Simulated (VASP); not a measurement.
# Mg2Si3N (R-3m) in VASP: single point with PBE

Aim: the single point of Mg2Si3N with PBE.

All numbers are computed with VASP 6.6.1; they aren't measurements. Logs are shortened: lines on timing, memory, paths and dates and some standing lists are left out, and cuts for length are marked.

## (1) The cell of the first run

It takes space group R-3m (No. 166, trigonal). The conventional cell has a = 5.383 Å, b = 5.383 Å, c = 10.570 Å, α = 90.00°, β = 90.00°, γ = 120.00°. Mg (site symmetry 3m) has 4 Mg at 2.67 to 3.22 Å and 9 Si at 2.68 to 3.00 Å and 3 N at 3.14 Å within 3.5 Å. Si (site symmetry 2/m) has 2 N at 2.35 Å and 6 Mg at 2.68 to 3.00 Å and 4 Si at 2.69 Å within 3.1 Å. N (site symmetry -3m) has 6 Si at 2.35 Å and 6 Mg at 3.14 Å within 3.2 Å.

The cell was built from a structure type or drawn by symmetry, and may not be a known phase.

## (2) Single point, PBE

INCAR

```
SYSTEM = Mg2Si3N
ALGO = Normal ; EDIFF = 1E-6
ENCUT = 600 ; GGA = PE
GGA_COMPAT = .False. ; ISIF = 2
ISMEAR = 0 ; LASPH = .True.
LCHARG = .False. ; LREAL = .False.
LWAVE = .False. ; NBANDS = 20
NELM = 120 ; PREC = Accurate
SIGMA = 0.2
```

KPOINTS

```
k-points
0
Gamma
  4 4 4
  0 0 0
```

POSCAR

```
Mg2Si3N
1.0
    2.6915035894      1.5539403204      3.5234518211
   -2.6915035894      1.5539403204      3.5234518211
    0.0000000000     -3.1078806451      3.5234518192
Mg Si N
2 3 1
Direct
    0.3738045866      0.3738045866      0.3738045866
    0.6261954134      0.6261954134      0.6261954134
    0.5000000000      0.0000000000      0.0000000000
    0.0000000000      0.0000000000      0.5000000000
    0.0000000000      0.5000000000      0.0000000000
    0.0000000000      0.0000000000      0.0000000000
```

Potentials or basis: VASP PAW PBE potentials, release 64 (Mg, Si, N).

Run with:

```
> cat potpaw_PBE.64/Mg/POTCAR potpaw_PBE.64/Si/POTCAR potpaw_PBE.64/N/POTCAR > POTCAR
> mpirun -np 1 vasp_std > vasp.out
```

OUTCAR:

```text
SYSTEM = Mg2Si3N
   EDIFF = 1E-6
   ENCUT = 600
   GGA = PE
   ISIF = 2
   ISMEAR = 0
   LASPH = .True.
   LREAL = .False.
   NELM = 120
   PREC = Accurate

 ion  position               nearest neighbor table
   1  0.374  0.374  0.374-   2 2.67   4 2.68   3 2.68   5 2.68   3 3.00   5 3.00   5 3.00   3 3.00
                             4 3.00   4 3.00   2 3.22   2 3.22   2 3.22
   2  0.626  0.626  0.626-   1 2.67   4 2.68   3 2.68   5 2.68   3 3.00   5 3.00   3 3.00   5 3.00
                             4 3.00   4 3.00   1 3.22   1 3.22   1 3.22
   3  0.500  0.000  0.000-   6 2.35   6 2.35   1 2.68   2 2.68   4 2.69   4 2.69   5 2.69   5 2.69
                             1 3.00   2 3.00   2 3.00   1 3.00
   4  0.000  0.000  0.500-   6 2.35   6 2.35   1 2.68   2 2.68   5 2.69   3 2.69   5 2.69   3 2.69
                             1 3.00   2 3.00   1 3.00   2 3.00
   5  0.000  0.500  0.000-   6 2.35   6 2.35   1 2.68   2 2.68   4 2.69   4 2.69   3 2.69   3 2.69
                             1 3.00   2 3.00   1 3.00   2 3.00
   6  0.000  0.000  0.000-   4 2.35   4 2.35   5 2.35   3 2.35   5 2.35   3 2.35

  LATTYP: Found a trigonal (rhomboedric) cell.
 ALAT       =     4.6982587016
 COS(alpha) =     0.3436340115

  Lattice vectors:

 A1 = (   2.6915035894,   1.5539403204,   3.5234518211)
 A2 = (  -2.6915035894,   1.5539403204,   3.5234518211)
 A3 = (   0.0000000000,  -3.1078806451,   3.5234518192)

Analysis of symmetry for initial positions (statically):
=====================================================================
 Subroutine PRICEL returns:
 Original cell was already a primitive cell.

 Routine SETGRP: Setting up the symmetry group for a
 trigonal (rhombohedral) supercell.

 Subroutine GETGRP returns: Found 12 space group operations
 (whereof 12 operations were pure point group operations)
 out of a pool of 12 trial point group operations.

The static configuration has the point symmetry D_3d.

Analysis of symmetry for dynamics (positions and initial velocities):
=====================================================================
 Subroutine PRICEL returns:
 Original cell was already a primitive cell.

 Routine SETGRP: Setting up the symmetry group for a
 trigonal (rhombohedral) supercell.

 Subroutine GETGRP returns: Found 12 space group operations
 (whereof 12 operations were pure point group operations)
 out of a pool of 12 trial point group operations.

The dynamic configuration has the point symmetry D_3d.

 Subroutine INISYM returns: Found 12 space group operations
 (whereof 12 operations are pure point group operations),
 and found     1 'primitive' translations

----------------------------------------------------------------------------------------

                                     Primitive cell

  volume of cell :      88.4197

  direct lattice vectors                    reciprocal lattice vectors
     2.691503589  1.553940320  3.523451821     0.185769769  0.107254226  0.094604198
    -2.691503589  1.553940320  3.523451821    -0.185769769  0.107254226  0.094604198
     0.000000000 -3.107880645  3.523451819     0.000000000 -0.214508452  0.094604198

  length of vectors
     4.698258702  4.698258702  4.698258702     0.234443661  0.234443661  0.234443661

  position of ions in fractional coordinates (direct lattice)
     0.373804587  0.373804587  0.373804587
     0.626195413  0.626195413  0.626195413
     0.500000000  0.000000000  0.000000000
     1.000000000  1.000000000  0.500000000
     0.000000000  0.500000000  0.000000000
     0.000000000  0.000000000  0.000000000

  ion indices of the primitive-cell ions
   primitive index   ion index
                 1           1
                 2           2
                 3           3
                 4           4
                 5           5
                 6           6

----------------------------------------------------------------------------------------

 KPOINTS: k-points

Automatic generation of k-mesh.
 Grid dimensions read from file:
 generate k-points for:    4    4    4

 Generating k-lattice:

  Cartesian coordinates                     Fractional coordinates (reciprocal lattice)
     0.046442442  0.026813557  0.023651049     0.250000000  0.000000000 -0.000000000
    -0.046442442  0.026813557  0.023651049     0.000000000  0.250000000 -0.000000000
     0.000000000 -0.053627113  0.023651049     0.000000000  0.000000000  0.250000000

  Length of vectors
     0.058610915  0.058610915  0.058610915

  Shift w.r.t. Gamma in fractional coordinates (k-lattice)
     0.000000000  0.000000000  0.000000000

 Subroutine IBZKPT returns following result:
 ===========================================

 Found     13 irreducible k-points:

 Following reciprocal coordinates:
            Coordinates               Weight
  0.000000  0.000000  0.000000      1.000000
  0.250000 -0.000000 -0.000000      6.000000
  0.500000 -0.000000 -0.000000      3.000000
  0.250000  0.250000 -0.000000      6.000000
  0.500000  0.250000 -0.000000     12.000000
 -0.250000  0.250000  0.000000      6.000000
  0.500000  0.500000 -0.000000      3.000000
  0.250000  0.250000  0.250000      2.000000
  0.500000  0.250000  0.250000      6.000000
 -0.250000  0.250000  0.250000      6.000000
  0.500000  0.500000  0.250000      6.000000
 -0.250000  0.500000  0.250000      6.000000
  0.500000  0.500000  0.500000      1.000000
   k-points           NKPTS =     13   k-points in BZ     NKDIM =     13   number of bands    NBANDS=     20
   number of dos      NEDOS =    301   number of ions     NIONS =      6
   total plane-waves  NPLWV =  64000
   dimension x,y,z NGX =    40 NGY =   40 NGZ =   40
   dimension x,y,z NGXF=    80 NGYF=   80 NGZF=   80
   ions per type =               2   3   1
   NGX,Y,Z   is equivalent  to a cutoff of  14.15, 14.15, 14.15 a.u.
   NGXF,Y,Z  is equivalent  to a cutoff of  28.31, 28.31, 28.31 a.u.
 SYSTEM =  Mg2Si3N
   PREC   = accura    normal or accurate (medium, high low for compatibility)
   ISTART =      0    job   : 0-new  1-cont  2-samecut
   ICHARG =      2    charge: 1-file 2-atom 10-const
   ISPIN  =      1    spin polarized calculation?
   LNONCOLLINEAR =      F non collinear calculations
   LSORBIT =      F    spin-orbit coupling
   LASPH  =      T    aspherical Exc in radial PAW
   ENCUT  =  600.0 eV  44.10 Ry    6.64 a.u.   9.38  9.38  9.38*2*pi/ulx,y,z
   NELM   =    120;   NELMIN=  2; NELMDL= -5     # of ELM steps
   EDIFF  = 0.1E-05   stopping-criterion for ELM
   LREAL  =      F    real-space projection
   EDIFFG = 0.1E-04   stopping-criterion for IOM
   NSW    =      0    number of steps for IOM
   IBRION =     -1    ionic relax: 0-MD 1-quasi-New 2-CG
   NFREE  =      0    steps in history (QN), initial steepest desc. (CG)
   ISIF   =      2    stress and relaxation
   ISYM   =      2    0-nonsym 1-usesym 2-fastsym
   POTIM  = 0.5000    time-step for ionic-motion
   TEBEG  =    0.0;   TEEND  =   0.0 temperature during run
   PSTRESS=    0.0 pullay stress
   NELECT =      21.0000    total number of electrons
   NUPDOWN=      -1.0000    fix difference up-down
   EMIN   =  10.00;   EMAX   =-10.00  energy-range for DOS
   EFERMI =   0.00;   METHOD = LEGACY
   ISMEAR =     0;   SIGMA  =   0.20  broadening in eV -4-tet -1-fermi 0-gaus
   EFERMI_NEDOS =   21; number of points for ismear=-14 and -15
   IALGO  =     38    algorithm
   IMIX   =      4    mixing-type and parameters
     AMIX     =   0.40;   BMIX     =  1.00
     AMIX_MAG =   1.60;   BMIX_MAG =  1.00
  volume/ion in A,a.u.               =      14.74        99.45
  Fermi-wavevector in a.u.,A,eV,Ry     =   1.013830  1.915860 13.984754  1.027850
  Thomas-Fermi vector in A             =   2.147021
   LORBIT       =      0    0 simple, 1 ext, 2 COOP (PROOUT), +10 PAW based schemes
   GGA     = PE    functional components
   LHFCALC =     F    Hartree Fock is set to
   AEXX    =    0.0000 exact exchange contribution
   IVDW    =     0    specifies the selected vdW correction
   LEPSILON=     F    determine dielectric tensor
   LRPA    =     F    only Hartree local field effects (RPA)
 non-spin polarized calculation
 Gauss-broadening in eV      SIGMA  =   0.20
  energy-cutoff  :      600.00
  volume of cell :       88.42
 maximum number of plane-waves:      2973
 NGX is ok and might be reduce to    40
   NGX = 19   NGY = 19   NGZ = 19

 number of electron      21.0000001 magnetization

 Free energy of the ion-electron system (eV)
  ---------------------------------------------------
  ext. energy  EPLUGINS =         0.00000000
  ---------------------------------------------------
  free energy    TOTEN  =       -24.53458151 eV

  energy without entropy =      -24.48749370  energy(sigma->0) =      -24.51103760

 E-fermi :   7.2885     XC(G=0): -10.3974

 val. band max:        7.1744513021   @ k =   0.5000   0.2500  -0.0000
 cond. band min:       7.3185932906   @ k =   0.5000   0.5000   0.2500
 fundamental gap:      0.1441419885
 Fermi energy:         7.2884853581

 k-point     1 :       0.0000    0.0000    0.0000
  band No.  band energies     occupation
      1      -8.1674      2.00000
      2      -2.3952      2.00000
      3       0.1135      2.00000
      4       1.7472      2.00000
      5       1.7472      2.00000
      6       1.8880      2.00000
[... 12 lines left out ...]
     19      12.9167      0.00000
     20      14.1456      0.00000

 k-point     2 :       0.2500   -0.0000   -0.0000
  band No.  band energies     occupation
      1      -7.9976      2.00000
      2      -2.6557      2.00000
      3      -0.9576      2.00000
      4       0.9896      2.00000
      5       1.3393      2.00000
      6       2.3823      2.00000
[... 12 lines left out ...]
     19      13.3709      0.00000
     20      14.0958      0.00000
[... 212 lines left out ...]
      3      -1.5063      2.00000
      4      -0.9531      2.00000
      5       2.6953      2.00000
      6       2.9087      2.00000
[... 12 lines left out ...]
     19      13.1125      0.00000
     20      13.2475      0.00000

 k-point    13 :       0.5000    0.5000    0.5000
  band No.  band energies     occupation
      1      -7.3870      2.00000
      2      -4.1075      2.00000
      3       0.1289      2.00000
      4       0.1289      2.00000
      5       0.5525      2.00000
      6       2.6773      2.00000
[... 12 lines left out ...]
     19      14.4294      0.00000
     20      14.4294      0.00000

------------------------ aborting loop because EDIFF is reached ----------------------------------------

  FORCE on cell =-STRESS in cart. coord.  units (eV):
  Direction    XX          YY          ZZ          XY          YZ          ZX
  --------------------------------------------------------------------------------------
  -------------------------------------------------------------------------------------
  Total       -0.0062127     -0.0062127      0.0571817      0.0000000     -0.0000000     -0.0000000
  in kB       -0.1125751     -0.1125751      1.0361407      0.0000000     -0.0000000     -0.0000000
  external PRESSURE =       0.2703302 kB  Pullay stress =       0.0000000 kB

 VOLUME and BASIS-vectors are now :
 -----------------------------------------------------------------------------
  energy-cutoff  :      600.00
  volume of cell :       88.42
      direct lattice vectors                 reciprocal lattice vectors
     2.691503589  1.553940320  3.523451821     0.185769769  0.107254226  0.094604198
    -2.691503589  1.553940320  3.523451821    -0.185769769  0.107254226  0.094604198
     0.000000000 -3.107880645  3.523451819     0.000000000 -0.214508452  0.094604198

 POSITION                                       TOTAL-FORCE (eV/Angst)
 -----------------------------------------------------------------------------------
      0.00000     -0.00000      3.95125        -0.000000      0.000000     -0.023670
      0.00000     -0.00000      6.61911        -0.000000     -0.000000      0.023670
      1.34575      0.77697      1.76173         0.000000      0.000000      0.000000
      0.00000     -1.55394      1.76173         0.000000      0.000000      0.000000
     -1.34575      0.77697      1.76173        -0.000000      0.000000      0.000000
      0.00000      0.00000      0.00000        -0.000000      0.000000      0.000000
 -----------------------------------------------------------------------------------
    total drift:                               -0.000000      0.000000     -0.000000

  FREE ENERGIE OF THE ION-ELECTRON SYSTEM (eV)
  ---------------------------------------------------
  free  energy   TOTEN  =       -24.5345815097 eV

  energy  without entropy=      -24.4874936978  energy(sigma->0) =      -24.51103760
```

Wall time 57 s (1 thread of Intel Xeon 8259CL, shared host); peak memory 0.25 GiB.

Results:

```
Free energy            : -24.5346 eV
Pressure               : 0.0 GPa
Largest force          : 0.024 eV/Å
Band gap on the k mesh : zero (an odd number of electrons rules out a gap without spin polarisation)
```

Forces in eV/Å, atoms in the order of the input:
```
Mg   0.000  0.000 -0.024
Mg   0.000  0.000  0.024
Si   0.000  0.000  0.000
Si   0.000  0.000  0.000
Si   0.000  0.000  0.000
N    0.000  0.000  0.000
```

Stress tensor (GPa, compression positive):
```
-0.01  0.00  0.00
 0.00 -0.01  0.00
 0.00  0.00  0.10
```

Levels at points of the mesh, in eV from the Fermi level:
```
           k point  band 7  band 8  band 9  band 10  band 11  band 12  band 13  band 14  band 15  band 16
(0.00, 0.00, 0.00)   -5.40   -3.76   -2.41    -2.41    -1.21     1.36     1.44     1.44     3.00     3.00
(0.50, 0.00, 0.00)   -3.58   -2.16   -1.47    -1.24    -0.33     0.23     0.48     1.71     3.17     3.74
(0.50, 0.50, 0.00)   -2.02   -1.37   -1.34    -1.05    -0.29     0.70     1.08     1.92     3.08     3.32
(0.50, 0.50, 0.50)   -4.61   -2.72   -1.66    -1.56    -0.56    -0.56     1.17     1.17     6.28     6.28
```

Caveat: the k points lie up to 0.37 Å⁻¹ apart, too coarse for converged energies and pressures of a metal.
